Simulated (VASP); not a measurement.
Al:

```xyz
1
Lattice="-1.5912 1.5912 1.5912 1.5912 -1.5912 1.5912 1.5912 1.5912 -1.5912" Properties=species:S:1:pos:R:3 pbc="T T T"
Al    0.0000    0.0000    0.0000
```

This isn't the form of Al at room conditions, which is fcc.

```yaml
Program: VASP 6.6.1
Task: relaxation of cell and atoms
Functional: B3LYP
Potentials_or_basis: VASP PAW PBE potentials, release 64 (Al)
Cutoff: 600 eV
k_mesh: 6 × 6 × 6
Occupations: fermi-dirac, width 0.05 eV
Spin: no spin polarisation
```

At the start: pressure 6.3 GPa; volume 16.12 Å³/atom.

How do energy, volume and symmetry change on relaxing?

Over 3 steps the energy falls by 25.9 meV/atom and the volume is 17.54 Å³/atom (+8.8 %); space group Im-3m (No. 229, to 0.1 Å) before and after.

Step by step:
```tsv
step	energy change (eV)	largest force (eV/Å)	pressure (GPa)	volume (Å³)
1	0.0000	0.0000	6.31	16.12
2	-0.0258	0.0000	-0.34	17.64
3	-0.0259	0.0000	-0.01	17.54
```

Final structure:
```
CELL_PARAMETERS angstrom
-1.63670 1.63670 1.63670
1.63670 -1.63670 1.63670
1.63670 1.63670 -1.63670
ATOMIC_POSITIONS crystal
Al 0.00000 0.00000 0.00000
```

Caveat: the k points lie up to 0.45 Å⁻¹ apart in the final cell, too coarse for converged energies and pressures of a metal; the PAW data sets were made with another functional, which shifts forces and pressure a little.
